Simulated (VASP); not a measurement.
# Cu (I4/mmm) in VASP: further runs

Cu is run at these levels: LDA; tasks: single point.

Everything below comes from runs of VASP 6.6.1. Logs are shortened: lines on timing, memory, paths and dates and some standing lists are left out, and cuts for length are marked.

### 1 The cell of the first run

The structure is tetragonal, space group I4/mmm (No. 139). The conventional cell has a = 2.827 Å, b = 2.827 Å, c = 2.696 Å, α = 90.00°, β = 90.00°, γ = 90.00°. Cu (site symmetry 4/mmm) has 14 Cu at 2.41 to 2.83 Å within 3.2 Å.

### 2 Single point, LDA (volume scaled by 0.94)

The input, INCAR:

```
  ALGO = Normal
  EDIFF = 1E-6
  ENCUT = 520
  ISIF = 2
  ISMEAR = -1
  LASPH = T
  LCHARG = T
  LELF = T
  LREAL = F
  LVHAR = T
  LWAVE = F
  NBANDS = 12
  NELM = 100
  PREC = Accurate
  SIGMA = 0.05
```

The input, KPOINTS:

```
k-points
0
Gamma
  13 13 13
```

The input, POSCAR:

```
Cu
1.0
   -1.4133402940      1.4133402940      1.3479902729
    1.4133402940     -1.4133402940      1.3479902729
    1.4133402940      1.4133402940     -1.3479902729
Cu
1
Direct
    0.0000000000      0.0000000000      0.0000000000
```

Potentials or basis: VASP PAW LDA potentials, release 64 (Cu).

On the command line:

```console
> cat potpaw_LDA.64/Cu/POTCAR > POTCAR
> mpirun -np 1 vasp_std > vasp.out
```

OUTCAR:

```text
EDIFF = 1E-6
   ENCUT = 520
   ISIF = 2
   ISMEAR = -1
   LASPH = T
   LREAL = F
   NELM = 100
   PREC = Accurate

 ion  position               nearest neighbor table
   1  0.000  0.000  0.000-

  LATTYP: Found a body centered tetragonal cell.
 ALAT       =     2.8266805880
 C/A-ratio  =     0.9537620052

  Lattice vectors:

 A1 = (  -1.4133402940,   1.4133402940,   1.3479902729)
 A2 = (   1.4133402940,  -1.4133402940,   1.3479902729)
 A3 = (   1.4133402940,   1.4133402940,  -1.3479902729)

Analysis of symmetry for initial positions (statically):
=====================================================================
 Subroutine PRICEL returns:
 Original cell was already a primitive cell.

 Routine SETGRP: Setting up the symmetry group for a
 body centered tetragonal supercell.

 Subroutine GETGRP returns: Found 16 space group operations
 (whereof 16 operations were pure point group operations)
 out of a pool of 16 trial point group operations.

The static configuration has the point symmetry D_4h.

Analysis of symmetry for dynamics (positions and initial velocities):
=====================================================================
 Subroutine PRICEL returns:
 Original cell was already a primitive cell.

 Routine SETGRP: Setting up the symmetry group for a
 body centered tetragonal supercell.

 Subroutine GETGRP returns: Found 16 space group operations
 (whereof 16 operations were pure point group operations)
 out of a pool of 16 trial point group operations.

The dynamic configuration has the point symmetry D_4h.

 Subroutine INISYM returns: Found 16 space group operations
 (whereof 16 operations are pure point group operations),
 and found     1 'primitive' translations

----------------------------------------------------------------------------------------

                                     Primitive cell

  volume of cell :      10.7706

  direct lattice vectors                    reciprocal lattice vectors
    -1.413340294  1.413340294  1.347990273     0.000000000  0.353771843  0.370922558
     1.413340294 -1.413340294  1.347990273     0.353771843  0.000000000  0.370922558
     1.413340294  1.413340294 -1.347990273     0.353771843  0.353771843  0.000000000

  length of vectors
     2.410837894  2.410837894  2.410837894     0.512579809  0.512579809  0.500308938

  position of ions in fractional coordinates (direct lattice)
     0.000000000  0.000000000  0.000000000

  ion indices of the primitive-cell ions
   primitive index   ion index
                 1           1

----------------------------------------------------------------------------------------

 KPOINTS: k-points

Automatic generation of k-mesh.
 Grid dimensions read from file:
 generate k-points for:   13   13   13

 Generating k-lattice:

  Cartesian coordinates                     Fractional coordinates (reciprocal lattice)
     0.000000000  0.027213219  0.028532504     0.076923077  0.000000000  0.000000000
     0.027213219  0.000000000  0.028532504     0.000000000  0.076923077  0.000000000
     0.027213219  0.027213219  0.000000000     0.000000000  0.000000000  0.076923077

  Length of vectors
     0.039429216  0.039429216  0.038485303

  Shift w.r.t. Gamma in fractional coordinates (k-lattice)
     0.000000000  0.000000000  0.000000000

 Subroutine IBZKPT returns following result:
 ===========================================

 Found    196 irreducible k-points:

 Following reciprocal coordinates:
            Coordinates               Weight
  0.000000  0.000000  0.000000      1.000000
  0.076923  0.000000 -0.000000      8.000000
  0.153846  0.000000 -0.000000      8.000000
  0.230769  0.000000 -0.000000      8.000000
  0.307692  0.000000 -0.000000      8.000000
  0.384615  0.000000 -0.000000      8.000000
[... 16 lines left out ...]
  0.384615  0.153846 -0.000000     16.000000
  0.461538  0.153846 -0.000000     16.000000
 [... further k-points ...]
   k-points           NKPTS =    196   k-points in BZ     NKDIM =    196   number of bands    NBANDS=     12
   number of dos      NEDOS =    301   number of ions     NIONS =      1
   total plane-waves  NPLWV =   5832
   dimension x,y,z NGX =    18 NGY =   18 NGZ =   18
   dimension x,y,z NGXF=    36 NGYF=   36 NGZF=   36
   ions per type =               1
   NGX,Y,Z   is equivalent  to a cutoff of  12.41, 12.41, 12.41 a.u.
   NGXF,Y,Z  is equivalent  to a cutoff of  24.82, 24.82, 24.82 a.u.
 SYSTEM =  unknown system
   PREC   = accura    normal or accurate (medium, high low for compatibility)
   ISTART =      0    job   : 0-new  1-cont  2-samecut
   ICHARG =      2    charge: 1-file 2-atom 10-const
   ISPIN  =      1    spin polarized calculation?
   LNONCOLLINEAR =      F non collinear calculations
   LSORBIT =      F    spin-orbit coupling
   LASPH  =      T    aspherical Exc in radial PAW
   ENCUT  =  520.0 eV  38.22 Ry    6.18 a.u.   4.48  4.48  4.48*2*pi/ulx,y,z
   NELM   =    100;   NELMIN=  2; NELMDL= -5     # of ELM steps
   EDIFF  = 0.1E-05   stopping-criterion for ELM
   LREAL  =      F    real-space projection
   EDIFFG = 0.1E-04   stopping-criterion for IOM
   NSW    =      0    number of steps for IOM
   IBRION =     -1    ionic relax: 0-MD 1-quasi-New 2-CG
   NFREE  =      0    steps in history (QN), initial steepest desc. (CG)
   ISIF   =      2    stress and relaxation
   ISYM   =      2    0-nonsym 1-usesym 2-fastsym
   POTIM  = 0.5000    time-step for ionic-motion
   TEBEG  =    0.0;   TEEND  =   0.0 temperature during run
   PSTRESS=    0.0 pullay stress
   NELECT =      11.0000    total number of electrons
   NUPDOWN=      -1.0000    fix difference up-down
   EMIN   =  10.00;   EMAX   =-10.00  energy-range for DOS
   EFERMI =   0.00;   METHOD = LEGACY
   ISMEAR =    -1;   SIGMA  =   0.05  broadening in eV -4-tet -1-fermi 0-gaus
   EFERMI_NEDOS =   21; number of points for ismear=-14 and -15
   IALGO  =     38    algorithm
   IMIX   =      4    mixing-type and parameters
     AMIX     =   0.40;   BMIX     =  1.00
     AMIX_MAG =   1.60;   BMIX_MAG =  1.00
  volume/ion in A,a.u.               =      10.77        72.68
  Fermi-wavevector in a.u.,A,eV,Ry     =   1.648639  3.115477 36.980792  2.718012
  Thomas-Fermi vector in A             =   2.737895
   LORBIT       =      0    0 simple, 1 ext, 2 COOP (PROOUT), +10 PAW based schemes
   GGA     = CA    functional components
   LHFCALC =     F    Hartree Fock is set to
   AEXX    =    0.0000 exact exchange contribution
   IVDW    =     0    specifies the selected vdW correction
   LEPSILON=     F    determine dielectric tensor
   LRPA    =     F    only Hartree local field effects (RPA)
 non-spin polarized calculation
  energy-cutoff  :      520.00
  volume of cell :       10.77
 maximum number of plane-waves:       313
 NGX is ok and might be reduce to    18
   NGX =  9   NGY =  9   NGZ =  9

 number of electron      11.0000008 magnetization

 Free energy of the ion-electron system (eV)
  ---------------------------------------------------
  ext. energy  EPLUGINS =         0.00000000
  ---------------------------------------------------
  free energy    TOTEN  =        -4.67133227 eV

  energy without entropy =       -4.66896144  energy(sigma->0) =       -4.67014686

 E-fermi :   8.5011     XC(G=0): -13.6509

 val. band max:        8.4920997817   @ k =  -0.3077   0.4615   0.0769
 cond. band min:       8.5334987409   @ k =  -0.2308   0.4615   0.0769
 fundamental gap:      0.0413989592
 Fermi energy:         8.5010815579

 k-point     1 :       0.0000    0.0000    0.0000
  band No.  band energies     occupation
      1      -1.5141      2.00000
      2       4.9612      2.00000
      3       5.1800      2.00000
      4       5.1800      2.00000
      5       6.1523      2.00000
      6       6.3827      2.00000
      7      34.0888      0.00000
      8      34.0888      0.00000
      9      35.3637      0.00000
     10      38.5407      0.00000
     11      38.7321      0.00000
     12      38.7321      0.00000

 k-point     2 :       0.0769    0.0000   -0.0000
  band No.  band energies     occupation
      1      -1.2666      2.00000
      2       4.9671      2.00000
      3       5.1723      2.00000
      4       5.2229      2.00000
      5       6.1523      2.00000
      6       6.3458      2.00000
      7      32.5760      0.00000
      8      33.5570      0.00000
      9      33.9027      0.00000
     10      36.2880      0.00000
     11      36.9728      0.00000
     12      37.6689      0.00000

 k-point     3 :       0.1538    0.0000   -0.0000
  band No.  band energies     occupation
      1      -0.5436      2.00000
      2       4.8627      2.00000
      3       5.1305      2.00000
      4       5.4726      2.00000
      5       6.1479      2.00000
      6       6.2907      2.00000
      7      28.6083      0.00000
      8      31.8283      0.00000
      9      32.4651      0.00000
     10      33.7651      0.00000
     11      35.6722      0.00000
     12      38.0602      0.00000

 k-point     4 :       0.2308    0.0000   -0.0000
  band No.  band energies     occupation
      1       0.5757      2.00000
      2       4.6723      2.00000
      3       5.0646      2.00000
      4       5.8947      2.00000
      5       6.1534      2.00000
      6       6.2982      2.00000
      7      24.3339      0.00000
      8      29.8581      0.00000
      9      30.8109      0.00000
     10      32.1724      0.00000
     11      34.8349      0.00000
     12      39.3928      0.00000

 k-point     5 :       0.3077    0.0000   -0.0000
  band No.  band energies     occupation
      1       1.8455      2.00000
      2       4.4676      2.00000
      3       5.2060      2.00000
      4       6.1946      2.00000
      5       6.3598      2.00000
      6       6.3851      2.00000
      7      20.2799      0.00000
      8      28.2349      0.00000
      9      28.9476      0.00000
     10      31.4110      0.00000
     11      34.3755      0.00000
     12      41.2150      0.00000
[... 228 lines left out ...]
      1       2.4278      2.00000
      2       4.5191      2.00000
      3       4.7646      2.00000
      4       6.0721      2.00000
      5       6.5206      2.00000
      6       7.0193      2.00000
      7      20.6056      0.00000
      8      23.1816      0.00000
      9      27.7767      0.00000
     10      33.8371      0.00000
     11      37.3080      0.00000
     12      39.7858      0.00000

 k-point    22 :       0.3077    0.1538   -0.0000
  band No.  band energies     occupation
      1       3.1560      2.00000
      2       4.3500      2.00000
      3       5.1342      2.00000
      4       6.1512      2.00000
      5       6.6118      2.00000
      6       8.1163      1.99909
      7      16.9918      0.00000
      8      22.0435      0.00000
      9      26.8386      0.00000
     10      33.4381      0.00000
     11      38.2379      0.00000
     12      39.9569      0.00000

 k-point    23 :       0.3846    0.1538   -0.0000
  band No.  band energies     occupation
      1       3.3218      2.00000
      2       4.2724      2.00000
      3       5.5143      2.00000
      4       6.2317      2.00000
      5       6.6762      2.00000
      6       9.5779      0.00000
      7      14.2445      0.00000
      8      21.3905      0.00000
      9      26.4090      0.00000
     10      33.2103      0.00000
     11      38.9174      0.00000
     12      40.6292      0.00000

 k-point    24 :       0.4615    0.1538   -0.0000
  band No.  band energies     occupation
      1       3.3191      2.00000
      2       4.2786      2.00000
      3       5.5093      2.00000
      4       6.2439      2.00000
      5       6.6178      2.00000
      6       9.4716      0.00000
      7      14.4347      0.00000
      8      21.2738      0.00000
      9      26.5451      0.00000
     10      33.1779      0.00000
     11      39.2222      0.00000
     12      41.4574      0.00000

 [... further k-points ...]

------------------------ aborting loop because EDIFF is reached ----------------------------------------

  FORCE on cell =-STRESS in cart. coord.  units (eV):
  Direction    XX          YY          ZZ          XY          YZ          ZX
  --------------------------------------------------------------------------------------
  -------------------------------------------------------------------------------------
  Total        0.2451103      0.2451103      0.2585114      0.0000000      0.0000000      0.0000000
  in kB       36.4612800     36.4612800     38.4547566      0.0000000      0.0000000      0.0000000
  external PRESSURE =      37.1257722 kB  Pullay stress =       0.0000000 kB

 VOLUME and BASIS-vectors are now :
 -----------------------------------------------------------------------------
  energy-cutoff  :      520.00
  volume of cell :       10.77
      direct lattice vectors                 reciprocal lattice vectors
    -1.413340294  1.413340294  1.347990273     0.000000000  0.353771843  0.370922558
     1.413340294 -1.413340294  1.347990273     0.353771843  0.000000000  0.370922558
     1.413340294  1.413340294 -1.347990273     0.353771843  0.353771843  0.000000000

 POSITION                                       TOTAL-FORCE (eV/Angst)
 -----------------------------------------------------------------------------------
      0.00000      0.00000      0.00000        -0.000000      0.000000     -0.000000
 -----------------------------------------------------------------------------------
    total drift:                                0.000000      0.000000      0.000000

  FREE ENERGIE OF THE ION-ELECTRON SYSTEM (eV)
  ---------------------------------------------------
  free  energy   TOTEN  =        -4.6713322715 eV

  energy  without entropy=       -4.6689614395  energy(sigma->0) =       -4.67014686
```

It took 12 s on 1 thread of Intel Xeon Platinum 8488C (Sapphire Rapids), shared host; peak memory 0.13 GiB.

Results:

| Quantity | Value |
| --- | --- |
| Free energy | -4.6713 eV |
| Pressure | 3.7 GPa |

Stress tensor (GPa, compression positive):
```
3.65 0.00 0.00
0.00 3.65 0.00
0.00 0.00 3.85
```

Levels at points of the mesh, in eV from the Fermi level:
| k point | band 2 | band 3 | band 4 | band 5 | band 6 | band 7 | band 8 | band 9 | band 10 | band 11 |
| --- | --- | --- | --- | --- | --- | --- | --- | --- | --- | --- |
| (0.00, 0.00, 0.00) | -3.54 | -3.32 | -3.32 | -2.35 | -2.12 | 25.59 | 25.59 | 26.86 | 30.04 | 30.23 |

### 3 Single point, LDA (volume scaled by 0.96)

The input, INCAR:

```
SYSTEM = Cu
PREC = Accurate
ENCUT = 520
EDIFF = 1E-6
ISMEAR = -1
SIGMA = 0.05
LREAL = .FALSE.
LASPH = .TRUE.
NELM = 60
ALGO = Fast
ISIF = 2
LWAVE = .FALSE.
LCHARG = .FALSE.
NBANDS = 12
```

The input, KPOINTS:

```
regular mesh
0
G
  13 13 13
  0 0 0
```

The input, POSCAR:

```
Cu
1.0
   -1.4232937226      1.4232937226      1.3574834749
    1.4232937226     -1.4232937226      1.3574834749
    1.4232937226      1.4232937226     -1.3574834749
Cu
1
Direct
    0.0000000000      0.0000000000      0.0000000000
```

Potentials or basis: VASP PAW LDA potentials, release 64 (Cu).

On the command line:

```console
> cat potpaw_LDA.64/Cu/POTCAR > POTCAR
> mpirun -np 1 vasp_std > vasp.out
```

It took 14 s on 1 thread of Intel Xeon Platinum 8488C (Sapphire Rapids), shared host; peak memory 0.13 GiB.

Results (log left out):

```
Free energy : -4.6739 eV
Pressure    : 0.0 GPa
```

Levels at points of the mesh, in eV from the Fermi level:
| k point | band 2 | band 3 | band 4 | band 5 | band 6 | band 7 | band 8 | band 9 | band 10 | band 11 |
| --- | --- | --- | --- | --- | --- | --- | --- | --- | --- | --- |
| (0.00, 0.00, 0.00) | -3.46 | -3.25 | -3.25 | -2.31 | -2.08 | 25.39 | 25.39 | 26.65 | 29.71 | 29.73 |
